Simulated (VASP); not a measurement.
Runs of VASP 6.6.1 on HgTe. The structure is that of space group F-43m (No. 216), or close to it. The cells are those of the table. 

```csv
cell,gap on the mesh (eV),pressure (GPa)
"a = 4.638 Å, angles 60.0°, 2 atoms",none,1.6
"a = 4.670 Å, angles 60.0°, 2 atoms",none,0.8
"a = 4.701 Å, angles 60.0°, 2 atoms",none,0.1
"a = 4.808 Å, angles 60.0°, 2 atoms",none,-1.9
"a = 4.732 Å, angles 60.0°, 2 atoms",none,(a)
"a = 4.574 Å, angles 60.0°, 2 atoms",none,(b)
"a = 4.613 Å, angles 60.0°, 2 atoms",none,2.3
"a = 4.763 Å, angles 60.0°, 2 atoms",none,-1.1
```

Alike in all rows: task single point; level PBE; potentials or basis VASP PAW PBE potentials, release 64 (Hg, Te); no spin polarisation; k mesh 10 × 10 × 10; cutoff (eV) 520; smearing gaussian 0.05 eV.

Problem. Fill in the values left out.

Solution. (a) -0.6; (b) 3.6.

Caveats: semilocal functionals underestimate gaps, and a narrow one can read as zero; spin-orbit coupling is left out, which moves the levels of the heavy elements; the cell stands under pressure (at least some runs).

A k mesh can miss the band edges, and the runs leave out spin-orbit coupling on Hg, Te.

A gap of «none» marks levels without a gap at the run's occupations.
